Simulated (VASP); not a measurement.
A run of VASP 6.6.1:

The input INCAR:

```
SYSTEM = Au
PREC = Accurate
ENCUT = 520
EDIFF = 1E-6
ISMEAR = 0
SIGMA = 0.15
LREAL = .FALSE.
LASPH = .TRUE.
NELM = 60
ALGO = Fast
ISIF = 2
LWAVE = .FALSE.
LCHARG = .FALSE.
GGA = PE
NBANDS = 18
```

Contents of KPOINTS:

```
regular mesh
0
G
  24 24 12
  0 0 0
```

File POSCAR:

```
Au
1.0
    2.8999984104      0.0000000000      0.0000000000
   -1.4499992052      2.5114722944      0.0000000000
    0.0000000000      0.0000000000      4.8800000000
Au
2
Direct
    0.3333333333      0.6666666667      0.7500000000
    0.6666666667      0.3333333333      0.2500000000
```

Potentials or basis: VASP PAW PBE potentials, release 64 (Au).

The run is started by

```sh
$ cat potpaw_PBE.64/Au/POTCAR > POTCAR
$ mpirun -np 1 vasp_std > vasp.out
```

Hardware: 1 thread of AMD EPYC 7R13, on a shared host.

Estimate the wall time of this run.

Run time: 5.4 min on 1 thread of AMD EPYC 7R13 (shared host), peak memory 0.3 GiB. Counts: scf iterations 12, k points 427.
